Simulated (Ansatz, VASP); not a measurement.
**KCl in VASP and in Ansatz**

The input INCAR:

```
SYSTEM = KCl
PREC     = Accurate       ! precision mode
ENCUT    = 520            ! plane-wave cutoff, eV
EDIFF    = 1E-8           ! SCF threshold, eV
ISMEAR   = -1             ! smearing method
SIGMA    = 0.03           ! smearing width, eV
LREAL    = .FALSE.        ! projectors in reciprocal space
LASPH    = .TRUE.         ! aspherical terms in the spheres
NELM     = 80             ! most SCF steps
ALGO     = Normal         ! electronic algorithm
ISIF     = 2              ! what is computed and relaxed
LWAVE    = .FALSE.        ! write WAVECAR
LCHARG   = .FALSE.        ! write CHGCAR
GGA      = PS             ! functional
LEFG     = .TRUE.       
NBANDS   = 15             ! bands
```

KPOINTS

```
Automatic mesh
0
G
  7 7 7
  0 0 0
```

POSCAR

```
KCl
1.0
    0.0000000000      3.1561000000      3.1876610000
    3.1561000000      0.0000000000      3.1876610000
    3.1561000000      3.1561000000      0.0000000000
K Cl
1 1
Direct
    0.0000000000      0.0000000000      0.0000000000
    0.5000000000      0.5000000000      0.5000000000
```

Input for Ansatz:

```yaml
crystal:
  lattice:
    - [0.0, 3.1561, 3.187661]
    - [3.1561, 0.0, 3.187661]
    - [3.1561, 3.1561, 0.0]
  atoms:
    - { symbol: K, position: [0.0, 0.0, 0.0] }
    - { symbol: Cl, position: [0.5, 0.5, 0.5] }
kpoints:
  mp_grid: { grid: [7, 7, 7] }
scf:
  occupations: { method: fermi_dirac, width: 0.03 }
hamiltonian:
  xc: pbesol
  pseudopotentials: { kind: all_electron, datasets: crystal }
output:
  forces: true
  stress: true
  eigenvalues: true
  efg: { contact_densities: true }
```

Change from the starting cell: zz strain of +1 %, crystal datasets.

Alike in both runs: task electric field gradients; functional PBEsol; k mesh 7 × 7 × 7; occupations fermi-dirac, width 0.03 eV; no spin polarisation.

```csv
,VASP,Ansatz
version,VASP 6.6.1,Ansatz 0.2.0
potentials or method,"VASP PAW PBE potentials, release 64 (K_sv, Cl), cutoff 520 eV","all-electron PAW with datasets made for the crystal, scalar-relativistic"
```

|  | VASP | Ansatz | Ansatz less VASP |
| --- | --- | --- | --- |
| gap on the k mesh at the Fermi level (eV) | 4.96 | 4.96 | +0.004 |
| pressure (GPa) | -0.7 | -0.7 | -0.04 |
| traceless stress, the component that is largest in VASP (GPa) | -0.19 | -0.19 | +0.005 |
| size of Vzz on the site where it differs most (V/Å²) | 1.7 | 1.7 | -0.04 |

VASP's potentials were made for PBE, not for PBEsol. Ansatz ran all-electron here, and VASP with PAW potentials.
